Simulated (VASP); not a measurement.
Write the native input for VASP 6.6.1 that does the following.

- Task: single point
- Functional: PBE
- Potentials or basis: VASP PAW PBE potentials, release 64 (Ga_d)
- Cutoff: 520 eV
- k mesh: 20 × 20 × 20
- Occupations: fermi-dirac, width 0.0612256 eV
- Spin: no spin polarisation
- Dipole correction: no
- Further INCAR settings: ALGO = Normal; EDIFF = 1e-06; NBANDS = 12

The structure of Ga lies in POSCAR:

```
Ga
1.0
    2.7201811983      0.0000000000      0.0000000000
    0.0000000000      2.7201811983      0.0000000000
    0.0000000000      0.0000000000      2.7201811983
Ga
1
Direct
    0.0000000000      0.0000000000      0.0000000000
```

This isn't the form of Ga at room conditions, which is orthorhombic.

These files were run (other wordings do the same):

INCAR

```
  PREC = Accurate
  ENCUT = 520
  EDIFF = 1E-6
  ISMEAR = -1
  SIGMA = 0.06122561905347299
  LREAL = False
  LASPH = True
  NELM = 60
  ALGO = Normal
  ISIF = 2
  LWAVE = False
  LCHARG = True
  GGA = PE
  LELF = True
  LVHAR = True
  NBANDS = 12
```

KPOINTS

```
regular mesh
0
Gamma
  20 20 20
```

Potentials or basis: VASP PAW PBE potentials, release 64 (Ga_d).

Command:

```console
$ cat potpaw_PBE.64/Ga_d/POTCAR > POTCAR
$ mpirun -np 1 vasp_std > vasp.out
```

It gave:

```json
{
  "Pressure": "-0.1 GPa",
  "Band gap on the k mesh": "zero (an odd number of electrons rules out a gap without spin polarisation)"
}
```

It took 29 s on 1 thread of Intel(R) Xeon(R) Platinum 8488C (Sapphire Rapids), on a shared host, peak memory 0.18 GiB.
